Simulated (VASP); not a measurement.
# Sc: single point with PBE

Crystal: Sc.

```
Sc
1.0
    -1.83894    1.83894    1.83894
     1.83894   -1.83894    1.83894
     1.83894    1.83894   -1.83894
Sc
1
Direct
  0.00000 0.00000 0.00000
```

This isn't the form of Sc at room conditions, which is hcp.

* Program: VASP 6.6.1
* Task: single point
* Functional: PBE
* Potentials or basis: VASP PAW PBE potentials, release 64 (Sc_sv)
* Cutoff: 520 eV
* k mesh: 16 × 16 × 16
* Occupations: gaussian, width 0.05 eV
* Spin: non-collinear spin, zero start, spin-orbit coupling
* Starting moments: [[0.0, 0.0, 0.0]] μB

```yaml
Pressure: 0.0 GPa
Net_moment: 0.00 μB per cell
Valence_electrons_inside_the_program's_atomic_spheres: Sc 9.36
```

Moments on the atoms (μB; x, y, z):
```
Sc  0.00 0.00 0.00
```

Wall time 110 s on 1 thread of Intel(R) Xeon(R) Platinum 8175M CPU @ 2.50GHz (Skylake/Cascade Lake), on a shared host, peak memory 0.27 GiB.
